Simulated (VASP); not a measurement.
# ZrS (Fm-3m) in VASP: notebook, part 2 of 2

VASP 6.6.1.

## (4) Relaxation of cell and atoms, LDA

Contents of INCAR:

```
SYSTEM = ZrS
PREC = Accurate
ENCUT = 600
EDIFF = 1E-6
ISMEAR = 0
SIGMA = 0.1
LREAL = .FALSE.
LASPH = .TRUE.
NELM = 80
ALGO = Normal
ISIF = 3
LWAVE = .FALSE.
LCHARG = .FALSE.
GGA = CA
IBRION = 2
NSW = 100
EDIFFG = -0.005
```

Contents of KPOINTS:

```
regular mesh
0
G
  14 14 14
  0 0 0
```

Contents of POSCAR:

```
ZrS
1.0
    0.0000000000      2.5690932215      2.5690932215
    2.5690932215      0.0000000000      2.5690932215
    2.5690932215      2.5690932215      0.0000000000
Zr S
1 1
Direct
    0.0000000000      0.0000000000      0.0000000000
    0.5000000000      0.5000000000      0.5000000000
```

Started as:

```console
$ cat potpaw_LDA.64/Zr_sv/POTCAR potpaw_LDA.64/S/POTCAR > POTCAR
$ mpirun -np 1 vasp_std > vasp.out
```

Run time: 59 s. Hardware: 1 thread of Intel Xeon Platinum 8559C (Emerald Rapids), shared host; peak memory 0.2 GiB.

It converged, with:

- Free energy: -17.1619 eV
- Relaxed volume: 16.94 Å³/atom
- Relaxed cell: a = 3.632 Å, b = 3.632 Å, c = 3.632 Å, α = 60.00°, β = 60.00°, γ = 60.00°
- Space group after relaxing (to 0.05 Å): Fm-3m (No. 225)
- Energy gained by relaxing: 0.0 meV/atom
- Ionic steps: 3
- Pressure after relaxing: 0.0 GPa

Final structure:
```yaml
crystal:
  lattice:
    - [0.00000, 2.56837, 2.56837]
    - [2.56837, 0.00000, 2.56837]
    - [2.56837, 2.56837, 0.00000]
  atoms:
    - { symbol: Zr, position: [0.00000, 0.00000, 0.00000] }
    - { symbol: S, position: [0.50000, 0.50000, 0.50000] }
```

Levels at points of the mesh, in eV from the Fermi level:
```
           k point  band 5  band 6  band 7  band 8  band 9  band 10  band 11  band 12  band 13
(0.00, 0.00, 0.00)  -16.04   -3.50   -3.50   -3.50   -1.52    -1.52    -1.52    -0.78    -0.78
(0.50, 0.00, 0.00)  -14.23   -8.31   -6.20   -6.20    1.60     1.60     1.99     2.00     6.01
(0.50, 0.50, 0.00)  -15.15   -6.30   -4.45   -4.45   -3.76     0.52     2.59     2.59     3.08
```

Caveat: the bands computed are all filled at some k points, so no gap is given.

## (5) Single point, LDA

Contents of INCAR:

```
ALGO     = Normal         # electronic algorithm
EDIFF    = 1E-6           # SCF threshold, eV
ENCUT    = 520            # plane-wave cutoff, eV
ISIF     = 2              # what is computed and relaxed
ISMEAR   = -1             # smearing method
LASPH    = True           # aspherical terms in the spheres
LCHARG   = False          # write CHGCAR
LREAL    = False          # projectors in reciprocal space
LWAVE    = False          # write WAVECAR
NBANDS   = 16             # bands
NELM     = 80             # most SCF steps
PREC     = Accurate       # precision mode
SIGMA    = 0.15           # smearing width, eV
```

Contents of KPOINTS:

```
k-points
0
Gamma
  14 14 14
```

Contents of POSCAR:

```
ZrS
1.0
    0.0000000000      2.5682303306      2.5682303306
    2.5682303306      0.0000000000      2.5682303306
    2.5682303306      2.5682303306      0.0000000000
Zr S
1 1
Direct
    0.0000000000      0.0000000000      0.0000000000
    0.5000000000      0.5000000000      0.5000000000
```

Potentials or basis: VASP PAW LDA potentials, release 64 (Zr_sv, S).

Started as:

```console
$ cat potpaw_LDA.64/Zr_sv/POTCAR potpaw_LDA.64/S/POTCAR > POTCAR
$ mpirun -np 1 vasp_std > vasp.out
```

OUTCAR:

```text
EDIFF = 1E-6
   ENCUT = 520
   ISIF = 2
   ISMEAR = -1
   LASPH = True
   LREAL = False
   NELM = 80
   PREC = Accurate

 ion  position               nearest neighbor table
   1  0.000  0.000  0.000-   2 2.57   2 2.57   2 2.57   2 2.57   2 2.57   2 2.57
   2  0.500  0.500  0.500-   1 2.57   1 2.57   1 2.57   1 2.57   1 2.57   1 2.57

  LATTYP: Found a face centered cubic cell.
 ALAT       =     5.1364606612

  Lattice vectors:

 A1 = (   0.0000000000,   2.5682303306,   2.5682303306)
 A2 = (   2.5682303306,   0.0000000000,   2.5682303306)
 A3 = (   2.5682303306,   2.5682303306,   0.0000000000)

Analysis of symmetry for initial positions (statically):
[... 623 lines left out ...]
      6       4.6904      2.00000
[... 8 lines left out ...]
     15      19.9994      0.00000
     16      20.6965      0.00000

 [... further k-points ...]
[... 5 lines left out ...]
  --------------------------------------------------------------------------------------
  -------------------------------------------------------------------------------------
  Total        0.0593060      0.0593060      0.0593060      0.0000000      0.0000000      0.0000000
  in kB        2.8046400      2.8046400      2.8046400      0.0000000      0.0000000      0.0000000
  external PRESSURE =       2.8046400 kB  Pullay stress =       0.0000000 kB

 VOLUME and BASIS-vectors are now :
 -----------------------------------------------------------------------------
  energy-cutoff  :      520.00
  volume of cell :       33.88
      direct lattice vectors                 reciprocal lattice vectors
     0.000000000  2.568230331  2.568230331    -0.194686588  0.194686588  0.194686588
     2.568230331  0.000000000  2.568230331     0.194686588 -0.194686588  0.194686588
     2.568230331  2.568230331  0.000000000     0.194686588  0.194686588 -0.194686588

 POSITION                                       TOTAL-FORCE (eV/Angst)
 -----------------------------------------------------------------------------------
      0.00000      0.00000      0.00000         0.000000     -0.000000     -0.000000
      2.56823      2.56823      2.56823        -0.000000      0.000000      0.000000
 -----------------------------------------------------------------------------------
    total drift:                                0.000000      0.000000      0.000000

  FREE ENERGIE OF THE ION-ELECTRON SYSTEM (eV)
  ---------------------------------------------------
  free  energy   TOTEN  =       -17.2065511093 eV

  energy  without entropy=      -17.1129504864  energy(sigma->0) =      -17.15975080
```

OSZICAR:

```text
N       E                     dE             d eps       ncg     rms          rms(c)
DAV:   1     0.120856253159E+03    0.12086E+03   -0.96235E+03  3328   0.110E+03
DAV:   2    -0.130095066759E+02   -0.13387E+03   -0.12880E+03  4368   0.285E+02
DAV:   3    -0.180198018253E+02   -0.50103E+01   -0.49799E+01  5128   0.490E+01
DAV:   4    -0.180948080367E+02   -0.75006E-01   -0.74978E-01  4272   0.559E+00
DAV:   5    -0.180962204106E+02   -0.14124E-02   -0.14123E-02  4960   0.588E-01    0.175E+01
DAV:   6    -0.172476781110E+02    0.84854E+00   -0.18043E+00  4136   0.955E+00    0.815E+00
DAV:   7    -0.172132642031E+02    0.34414E-01   -0.18102E-01  4800   0.277E+00    0.331E+00
DAV:   8    -0.172071965843E+02    0.60676E-02   -0.27616E-02  3984   0.110E+00    0.482E-01
DAV:   9    -0.172067680108E+02    0.42857E-03   -0.47057E-03  3928   0.415E-01    0.226E-01
DAV:  10    -0.172065762986E+02    0.19171E-03   -0.53250E-04  4104   0.219E-01    0.823E-02
DAV:  11    -0.172065508841E+02    0.25415E-04   -0.10928E-04  4312   0.618E-02    0.408E-02
DAV:  12    -0.172065511093E+02   -0.22523E-06   -0.30071E-06  4032   0.122E-02
   1 F= -.17206551E+02 E0= -.17159751E+02  d E =-.936006E-01
```

stdout:

```text
POSCAR found type information on POSCAR ZrS
 POSCAR found :  2 types and       2 ions
 scaLAPACK will be used
 LDA part: xc-table for (Slater(with rela. corr.)+CA(PZ))
 , standard interpolation
 POSCAR, INCAR and KPOINTS ok, starting setup
 FFT: planning ... GRIDC
 FFT: planning ... GRID_SOFT
 FFT: planning ... GRID
 WAVECAR not read
 entering main loop
```

Run time: 22 s. Hardware: 1 thread of Intel Xeon 6975P-C (Granite Rapids), shared host; peak memory 0.18 GiB.

What came out:

* Free energy: -17.2066 eV
* Pressure: 0.3 GPa
* Band gap on the k mesh: zero (band 9 reaches 12.97 eV, above the bottom of band 10 at 9.85 eV)

## (6) Single point, LDA

Contents of INCAR:

```
SYSTEM = ZrS
PREC = Accurate ; ENCUT = 520
EDIFF = 1E-6 ; ISMEAR = -1
SIGMA = 0.15 ; LREAL = .FALSE.
LASPH = .TRUE. ; NELM = 60
ALGO = Normal ; ISIF = 2
LWAVE = .FALSE. ; LCHARG = .FALSE.
GGA = CA ; NBANDS = 16
```

Contents of KPOINTS:

```
Automatic mesh
0
G
  14 14 14
  0 0 0
```

POSCAR is that of step 5.

Potentials or basis: VASP PAW LDA potentials, release 64 (Zr_sv, S).

Started as:

```console
$ cat potpaw_LDA.64/Zr_sv/POTCAR potpaw_LDA.64/S/POTCAR > POTCAR
$ mpirun -np 1 vasp_std > vasp.out
```

Run time: 20 s. Hardware: 1 thread of Intel Xeon 6975P-C (Granite Rapids), shared host; peak memory 0.18 GiB.

Results (log left out):

| Item | Value |
| --- | --- |
| Free energy | -17.2066 eV |
| Pressure | 0.3 GPa |
| Band gap on the k mesh | zero (band 9 reaches 12.97 eV, above the bottom of band 10 at 9.85 eV) |

Levels at points of the mesh, in eV from the Fermi level:
| k point | band 5 | band 6 | band 7 | band 8 | band 9 | band 10 | band 11 | band 12 | band 13 | band 14 |
| --- | --- | --- | --- | --- | --- | --- | --- | --- | --- | --- |
| (0.00, 0.00, 0.00) | -16.02 | -3.48 | -3.48 | -3.48 | -1.49 | -1.49 | -1.49 | -0.75 | -0.75 | 2.41 |
| (0.50, 0.00, 0.00) | -14.21 | -8.29 | -6.18 | -6.18 | 1.62 | 1.62 | 2.01 | 2.02 | 6.03 | 6.03 |
| (0.50, 0.50, 0.00) | -15.13 | -6.28 | -4.43 | -4.43 | -3.74 | 0.55 | 2.62 | 2.62 | 3.11 | 3.81 |

## (7) Summary

```csv
task,cell,cutoff (eV),smearing,pressure (GPa),relaxed volume (Å³/atom)
single point,"a = 3.632 Å, angles 60.0°, 2 atoms",520,fermi-dirac 0.15 eV,0.3,-
relaxation of cell and atoms,"relaxed from a = 3.630 Å, angles 60.0°, 2 atoms",600,fermi-dirac 0.15 eV,0.0,16.97
relaxation of cell and atoms,"relaxed from a = 3.633 Å, angles 60.0°, 2 atoms",600,gaussian 0.1 eV,0.0,16.94
```

Alike in all rows: level LDA; potentials or basis VASP PAW LDA potentials, release 64 (Zr_sv, S); no spin polarisation; k mesh 14 × 14 × 14.

Caveats: the bands computed are all filled at some k points, so no gap is given (some runs).

Absolute energies hang on the potentials; compare differences alone.
